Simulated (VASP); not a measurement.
Write the native input for VASP 6.6.1 that does the following.

* Task: single point
* Functional: PBE
* Potentials or basis: VASP PAW PBE potentials, release 64 (W_sv)
* Cutoff: 500 eV
* k mesh: 10 × 10 × 10
* Occupations: fermi-dirac, width 0.05 eV
* Spin: no spin polarisation
* Dipole correction: no
* Further INCAR settings: ALGO = Normal; EDIFF = 1e-06; NBANDS = 13

The structure of W lies in POSCAR:

```
W
1.0
    0.0000000000      2.0163754284      2.0163754284
    2.0163754284      0.0000000000      2.0163754284
    2.0163754284      2.0163754284      0.0000000000
W
1
Direct
    0.0000000000      0.0000000000      0.0000000000
```

One way to write it, as run:

INCAR

```
PREC = Accurate
ENCUT = 500
EDIFF = 1E-6
ISMEAR = -1
SIGMA = 0.05
LREAL = False
LASPH = True
NELM = 120
ALGO = Normal
ISIF = 2
LWAVE = False
LCHARG = False
GGA = PE
NBANDS = 13
GGA_COMPAT = False
```

KPOINTS

```
Automatic mesh
0
Gamma
  10 10 10
```

Potentials or basis: VASP PAW PBE potentials, release 64 (W_sv).

The run is started by

```console
$ cat potpaw_PBE.64/W_sv/POTCAR > POTCAR
$ mpirun -np 1 vasp_std > vasp.out
```

It gave:

```yaml
Pressure: 1.8 GPa
Band_gap_on_the_k_mesh: zero (band 7 reaches 13.55 eV, above the bottom of band 8 at 9.94 eV)
```

Caveat: spin-orbit coupling is left out, which moves the levels of the heavy elements.

Wall time 5 s on 1 thread of Intel(R) Xeon(R) Platinum 8375C CPU @ 2.90GHz (Ice Lake), on a shared host, peak memory 0.14 GiB.
